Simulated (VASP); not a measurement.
Here is a VASP 6.6.1 calculation.

File POSCAR:

```
Ti2Co
1.0
    0.0000000000      3.3650000000      3.3650000000
    3.3650000000      0.0000000000      3.3650000000
    3.3650000000      3.3650000000      0.0000000000
Ti Co
4 2
Direct
    0.1250000000      0.1250000000      0.1250000000
    0.6250000000      0.1250000000      0.1250000000
    0.1250000000      0.1250000000      0.6250000000
    0.1250000000      0.6250000000      0.1250000000
    0.5000000000      0.5000000000      0.5000000000
    0.7500000000      0.7500000000      0.7500000000
```

The input INCAR.step1:

```
SYSTEM = Ti2Co
PREC     = Accurate       ! precision mode
ENCUT    = 520            ! plane-wave cutoff, eV
ISMEAR   = 0              ! smearing method
SIGMA    = 0.01           ! smearing width, eV
LREAL    = .False.        ! projectors in reciprocal space
LASPH    = .True.         ! aspherical terms in the spheres
NELM     = 150            ! most SCF steps
ISPIN    = 2              ! spin polarisation
MAGMOM   = 0.19 0.19 0.19 0.19 1.58 1.58 ! initial moments
LMAXMIX  = 4              ! l up to which the mixer works
NBANDS   = 46             ! bands
GGA      = PE             ! functional
ALGO     = Normal         ! electronic algorithm
EDIFF    = 1E-4           ! SCF threshold, eV
LWAVE    = .True.         ! write WAVECAR
LCHARG   = .False.        ! write CHGCAR
```

File INCAR.step2:

```
SYSTEM = Ti2Co
PREC     = Accurate       ! precision mode
ENCUT    = 520            ! plane-wave cutoff, eV
EDIFF    = 1E-7           ! SCF threshold, eV
ISMEAR   = 0              ! smearing method
SIGMA    = 0.01           ! smearing width, eV
LREAL    = .False.        ! projectors in reciprocal space
LASPH    = .True.         ! aspherical terms in the spheres
NELM     = 150            ! most SCF steps
ALGO     = Normal         ! electronic algorithm
ISIF     = 2              ! what is computed and relaxed
LWAVE    = .False.        ! write WAVECAR
LCHARG   = .False.        ! write CHGCAR
ISPIN    = 2              ! spin polarisation
MAGMOM   = 0.19 0.19 0.19 0.19 1.58 1.58 ! initial moments
LORBIT   = 11             ! projections on sites
LMAXMIX  = 4              ! l up to which the mixer works
METAGGA  = R2SCAN         ! meta-GGA
LMIXTAU  = .True.       
NBANDS   = 46             ! bands
ISTART   = 1
```

File KPOINTS:

```
regular mesh
0
Gamma
  5 5 5
  0 0 0
```

Potentials or basis: VASP PAW PBE potentials, release 64 (Ti_sv, Co).

Command:

```bash
$ cat potpaw_PBE.64/Ti_sv/POTCAR potpaw_PBE.64/Co/POTCAR > POTCAR
$ cp INCAR.step1 INCAR
$ mpirun -np 1 vasp_std > vasp.out
$ cp INCAR.step2 INCAR
$ mpirun -np 1 vasp_std > vasp.out
```

Q: Estimate the site moments.

A: Ti -0.21; Co +1.44 μB.

Q: Predict the net moment.

A: 1.57 μB per cell.
